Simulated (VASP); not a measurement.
Mg3GeN, 5 atoms in the cell. The structure is hexagonal, space group P6/mmm (No. 191). Conventional cell: a = 4.564 Å, b = 4.564 Å, c = 4.867 Å, α = 90.00°, β = 90.00°, γ = 120.00°. Within 3.0 Å of Mg (site symmetry mmm) lie 2 Ge at 2.28 Å and 4 Mg at 2.28 Å. Within 3.0 Å of Ge (site symmetry 6/mmm) lie 6 Mg at 2.28 Å and 2 N at 2.43 Å. Within 3.2 Å of N (site symmetry 6/mmm) lie 2 Ge at 2.43 Å. 

| Item | Value |
| --- | --- |
| Program | VASP 6.6.1 |
| Task | single point |
| Functional | PBE |
| Potentials or basis | VASP PAW PBE potentials, release 64 (Mg, Ge_d, N) |
| Cutoff | 520 eV |
| k mesh | 6 × 6 × 4 |
| Occupations | gaussian, width 0.1 eV |
| Spin | no spin polarisation |
| Dipole correction | no |
| Further INCAR settings | ALGO = Normal; EDIFF = 1e-06; NBANDS = 20 |

Potentials or basis: VASP PAW PBE potentials, release 64 (Mg, Ge_d, N).

The run is started by

```sh
$ cat potpaw_PBE.64/Mg/POTCAR potpaw_PBE.64/Ge_d/POTCAR potpaw_PBE.64/N/POTCAR > POTCAR
$ mpirun -np 1 vasp_std > vasp.out
```

Hardware: 1 thread of Oxide Virtual Turin-like Processor (shared host).

Question: How long does it take, and how much memory?

Answer: It took 36 s on 1 thread of Oxide Virtual Turin-like Processor, on a shared host, peak memory 0.19 GiB. Counts: scf iterations 15, k points 21.
